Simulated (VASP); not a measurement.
# Cd3Se (I4/mmm) in VASP: vibrations by perturbation theory with PBEsol

Aim: the vibrations by perturbation theory of Cd3Se with PBEsol.

Program: VASP 6.6.1. These are calculated values, not measurements. Logs are shortened: lines on timing, memory, paths and dates and some standing lists are left out, and cuts for length are marked.

## Step 1: The cell of the first run

Symmetry: I4/mmm, No. 139, tetragonal system. The conventional cell has a = 4.082 Å, b = 4.082 Å, c = 12.174 Å, α = 90.00°, β = 90.00°, γ = 90.00°. Cd (site symmetry 4/mmm) has 4 Se at 2.89 Å and 8 Cd at 3.66 Å within 3.8 Å. Cd (site symmetry -4m2) has 8 Cd at 2.89 to 3.66 Å and 4 Se at 3.66 Å within 3.8 Å. Se (site symmetry 4/mmm) has 12 Cd at 2.89 to 3.66 Å within 3.8 Å.

## Step 2: Vibrations by perturbation theory, PBEsol

Input file INCAR:

```
SYSTEM = Cd3Se
  PREC = Accurate
  ENCUT = 520
  EDIFF = 1E-8
  ISMEAR = -1
  SIGMA = 0.05
  LREAL = .FALSE.
  LASPH = .TRUE.
  NELM = 100
  ALGO = Normal
  ISIF = 2
  LWAVE = .FALSE.
  LCHARG = .FALSE.
  GGA = PS
  IBRION = 8
  NSW = 1
  KPAR = 4
```

Input file KPOINTS:

```
regular mesh
0
G
  9 9 9
  0 0 0
```

Input file POSCAR:

```
Cd3Se
1.0
   -2.0409530000      2.0409530000      6.0870800000
    2.0409530000     -2.0409530000      6.0870800000
    2.0409530000      2.0409530000     -6.0870800000
Cd Se
3 1
Direct
    0.5000000000      0.5000000000      0.0000000000
    0.2500000000      0.7500000000      0.5000000000
    0.7500000000      0.2500000000      0.5000000000
    0.0000000000      0.0000000000      0.0000000000
```

Potentials or basis: VASP PAW PBE potentials, release 64 (Cd, Se).

Started as:

```sh
cat potpaw_PBE.64/Cd/POTCAR potpaw_PBE.64/Se/POTCAR > POTCAR
mpirun -np 4 vasp_std > vasp.out
```

OUTCAR:

```text
SYSTEM = Cd3Se
   PREC = Accurate
   ENCUT = 520
   EDIFF = 1E-8
   ISMEAR = -1
   LREAL = .FALSE.
   LASPH = .TRUE.
   NELM = 100
   ISIF = 2
   GGA = PS
   IBRION = 8
   NSW = 1

 ion  position               nearest neighbor table
   1  0.500  0.500  0.000-   4 2.89   4 2.89   4 2.89   4 2.89   3 3.66   2 3.66   3 3.66   3 3.66
                             2 3.66   2 3.66   3 3.66   2 3.66
   2  0.250  0.750  0.500-   3 2.89   3 2.89   3 2.89   3 2.89   1 3.66   1 3.66   1 3.66   1 3.66

   3  0.750  0.250  0.500-   2 2.89   2 2.89   2 2.89   2 2.89   1 3.66   1 3.66   1 3.66   1 3.66

   4  0.000  0.000  0.000-   1 2.89   1 2.89   1 2.89   1 2.89

  LATTYP: Found a body centered tetragonal cell.
 ALAT       =     4.0819060000
 C/A-ratio  =     2.9824694640

  Lattice vectors:

 A1 = (  -2.0409530000,   2.0409530000,   6.0870800000)
 A2 = (   2.0409530000,  -2.0409530000,   6.0870800000)
 A3 = (   2.0409530000,   2.0409530000,  -6.0870800000)

Analysis of symmetry for initial positions (statically):
=====================================================================
 Subroutine PRICEL returns:
 Original cell was already a primitive cell.

 Routine SETGRP: Setting up the symmetry group for a
 body centered tetragonal supercell.

 Subroutine GETGRP returns: Found 16 space group operations
 (whereof 16 operations were pure point group operations)
 out of a pool of 16 trial point group operations.

The static configuration has the point symmetry D_4h.

Analysis of symmetry for dynamics (positions and initial velocities):
=====================================================================
 Subroutine PRICEL returns:
 Original cell was already a primitive cell.

 Routine SETGRP: Setting up the symmetry group for a
 body centered tetragonal supercell.

 Subroutine GETGRP returns: Found 16 space group operations
 (whereof 16 operations were pure point group operations)
 out of a pool of 16 trial point group operations.

The dynamic configuration has the point symmetry D_4h.

 Subroutine INISYM returns: Found 16 space group operations
 (whereof 16 operations are pure point group operations),
 and found     1 'primitive' translations

----------------------------------------------------------------------------------------

                                     Primitive cell

  volume of cell :     101.4227

  direct lattice vectors                    reciprocal lattice vectors
    -2.040953000  2.040953000  6.087080000     0.000000000  0.244983593  0.082141191
     2.040953000 -2.040953000  6.087080000     0.244983593  0.000000000  0.082141191
     2.040953000  2.040953000 -6.087080000     0.244983593  0.244983593  0.000000000

  length of vectors
     6.736729267  6.736729267  6.736729267     0.258387570  0.258387570  0.346459120

  position of ions in fractional coordinates (direct lattice)
     0.500000000  0.500000000  0.000000000
     0.250000000  0.750000000  0.500000000
     0.750000000  0.250000000  0.500000000
     0.000000000  0.000000000  0.000000000

  ion indices of the primitive-cell ions
   primitive index   ion index
                 1           1
                 2           2
[... 123 lines left out ...]

 E-fermi :   1.8676     XC(G=0): -10.1318

 val. band max:        1.8594138801   @ k =  -0.1111  -0.3333   0.1111
 cond. band min:       1.8734083139   @ k =  -0.1111  -0.2222   0.1111
 fundamental gap:      0.0139944338
 Fermi energy:         1.8675596458

 k-point     1 :       0.0000    0.0000    0.0000
  band No.  band energies     occupation
      1     -11.0189      2.00000
      2      -7.5648      2.00000
      3      -7.3074      2.00000
      4      -7.1584      2.00000
      5      -6.7622      2.00000
      6      -6.7622      2.00000
[... 661 lines left out ...]
     24       2.6552      0.00000
     25       4.9597      0.00000

 [... further k-points ...]

------------------------ aborting loop because EDIFF is reached ----------------------------------------

  FORCE on cell =-STRESS in cart. coord.  units (eV):
  Direction    XX          YY          ZZ          XY          YZ          ZX
  --------------------------------------------------------------------------------------
  -------------------------------------------------------------------------------------
  Total       -2.6929257     -2.6929257     -1.2411426      0.0000000      0.0000000      0.0000000
  in kB      -42.5402411    -42.5402411    -19.6063726      0.0000000      0.0000000      0.0000000
  external PRESSURE =     -34.8956183 kB  Pullay stress =       0.0000000 kB

 VOLUME and BASIS-vectors are now :
 -----------------------------------------------------------------------------
  energy-cutoff  :      520.00
  volume of cell :      101.42
      direct lattice vectors                 reciprocal lattice vectors
    -2.040953000  2.040953000  6.087080000     0.000000000  0.244983593  0.082141191
     2.040953000 -2.040953000  6.087080000     0.244983593  0.000000000  0.082141191
     2.040953000  2.040953000 -6.087080000     0.244983593  0.244983593  0.000000000

 POSITION                                       TOTAL-FORCE (eV/Angst)
 -----------------------------------------------------------------------------------
      0.00000      0.00000      6.08708         0.000000     -0.000000     -0.000000
      2.04095      0.00000      3.04354        -0.000000      0.000000      0.000000
      0.00000      2.04095      3.04354         0.000000     -0.000000     -0.000000
      0.00000      0.00000      0.00000         0.000000     -0.000000     -0.000000
 -----------------------------------------------------------------------------------
    total drift:                               -0.000000      0.000000      0.000000

  FREE ENERGIE OF THE ION-ELECTRON SYSTEM (eV)
  ---------------------------------------------------
  free  energy   TOTEN  =        -7.4313267624 eV

  energy  without entropy=       -7.4228597358  energy(sigma->0) =       -7.42709325

[... ionic steps 2 to 12 ...]

--------------------------------------- Ionic step       13  -------------------------------------------

------------------------ aborting loop because EDIFF is reached ----------------------------------------

[... ionic steps 14 to 14 ...]

--------------------------------------- Ionic step       15  -------------------------------------------

 Free energy of the ion-electron system (eV)
  ---------------------------------------------------
  ---------------------------------------------------
  free energy    TOTEN  =        -0.09458683 eV

  energy without entropy =       -0.09458683

------------------------ aborting loop because EDIFF is reached ----------------------------------------

 INTERNAL STRAIN TENSOR  FOR ION    4  DIRECTION 3   (eV/Angst):
 -----------------------------------------------------------------------------
     0.00244  0.00000  0.00000
     0.00000  0.00244  0.00000
     0.00000 -0.00000 -0.00508

 INTERNAL STRAIN TENSOR FOR ION    4 for displacements in x,y,z  (eV/Angst):
          X           Y           Z          XY          YZ          ZX
  --------------------------------------------------------------------------------
  x     0.00000     0.00000     0.00000     0.00000     0.00000     0.00000
  y     0.00000     0.00000     0.00000     0.00000     0.00000     0.00000
  z     0.00000     0.00000     0.00000     0.00000     0.00000     0.00000

 SECOND DERIVATIVES (NOT SYMMETRIZED)
 ------------------------------------
               1X          1Y          1Z          2X          2Y          2Z          3X          3Y          3Z          4X          4Y          4Z
  1X    -1.227476    0.000000    0.000000    0.027460    0.000000    0.000000    0.027460    0.000000    0.000000    1.172557    0.000000    0.000000
  1Y     0.000000   -1.227476    0.000000    0.000000    0.027460    0.000000    0.000000    0.027460    0.000000    0.000000    1.172557    0.000000
  1Z     0.000000    0.000000    0.050330    0.000000    0.000000    0.164230    0.000000   -0.000000    0.164230    0.000000    0.000000   -0.378791
  2X     0.026566    0.000000    0.000000   -3.086030    0.000000    0.000000    3.282902    0.000000    0.000000   -0.223438    0.000000    0.000000
  2Y     0.000000    0.026566    0.000000    0.000000   -3.086030    0.000000    0.000000    3.282902   -0.000000    0.000000   -0.223438   -0.000000
  2Z     0.000000    0.000000    0.164582    0.000000    0.000000    0.161305    0.000000    0.000000   -0.581558    0.000000    0.000000    0.255670
  3X     0.026566    0.000000    0.000000    3.282902    0.000000    0.000000   -3.086030    0.000000    0.000000   -0.223438    0.000000    0.000000
  3Y     0.000000    0.026566    0.000000    0.000000    3.282902   -0.000000    0.000000   -3.086030    0.000000    0.000000   -0.223438   -0.000000
  3Z     0.000000    0.000000    0.164582    0.000000    0.000000   -0.581558    0.000000    0.000000    0.161305    0.000000    0.000000    0.255670
  4X     1.172148    0.000000    0.000000   -0.225092    0.000000    0.000000   -0.225092    0.000000    0.000000   -0.721963    0.000000    0.000000
  4Y     0.000000    1.172148    0.000000    0.000000   -0.225092    0.000000    0.000000   -0.225092    0.000000    0.000000   -0.721963    0.000000
  4Z     0.000000   -0.000000   -0.379563   -0.000000    0.000000    0.256172    0.000000    0.000000    0.256172    0.000000   -0.000000   -0.132781

 Eigenvectors and eigenvalues of the dynamical matrix
 ----------------------------------------------------

   1 f  =    3.721171 THz    23.380805 2PiTHz  124.124895 cm-1    15.389519 meV
             X         Y         Z           dx          dy          dz
      0.000000  0.000000  6.087080     0.000000    0.000000   -0.000000
      2.040953  0.000000  3.043540     0.238462   -0.665684   -0.000000
      0.000000  2.040953  3.043540    -0.238462    0.665684   -0.000000
      0.000000  0.000000  0.000000    -0.000000   -0.000000    0.000000
[... 71 lines left out ...]
  12 f/i=    1.270868 THz     7.985101 2PiTHz   42.391603 cm-1     5.255887 meV
             X         Y         Z           dx          dy          dz
      0.000000  0.000000  6.087080     0.000000    0.000000   -0.000000
      2.040953  0.000000  3.043540     0.000000   -0.000000   -0.707107
      0.000000  2.040953  3.043540     0.000000   -0.000000    0.707107
      0.000000  0.000000  0.000000    -0.000000    0.000000    0.000000

--------------------------------------------------------------------------------------------------------

 ELASTIC MODULI CONTR FROM IONIC RELAXATION (kBar)
 Direction    XX          YY          ZZ          XY          YZ          ZX
 --------------------------------------------------------------------------------
 XX           0.0000      0.0000      0.0000      0.0000     -0.0000     -0.0000
 YY           0.0000      0.0000      0.0000      0.0000      0.0000      0.0000
 ZZ           0.0000      0.0000      0.0000      0.0000      0.0000      0.0000
 XY           0.0000      0.0000      0.0000      0.0000      0.0000      0.0000
 YZ          -0.0000      0.0000      0.0000      0.0000     -0.0006     -0.0000
 ZX          -0.0000      0.0000      0.0000      0.0000     -0.0000     -0.0207
 --------------------------------------------------------------------------------
```

Wall time 38 min (4 MPI ranks of Oxide Virtual Turin-like, shared host); peak memory 1.3 GiB.

What came out:

```
Highest phonon frequency at Γ, LO-TO splitting left out : 124 cm⁻¹
Most unstable mode                                      : 42i cm⁻¹
```

Phonon frequencies in cm⁻¹ (negative: imaginary):
| q point | frequencies |
| --- | --- |
| (0.000, 0.000, 0.000) | -42 -35 -35 -31 0 0 0 48 79 79 124 124 |

Caveat: the cell stands under pressure or tension, which shifts response properties; some modes are imaginary; the PAW data sets were made with another functional, which shifts forces and pressure a little.
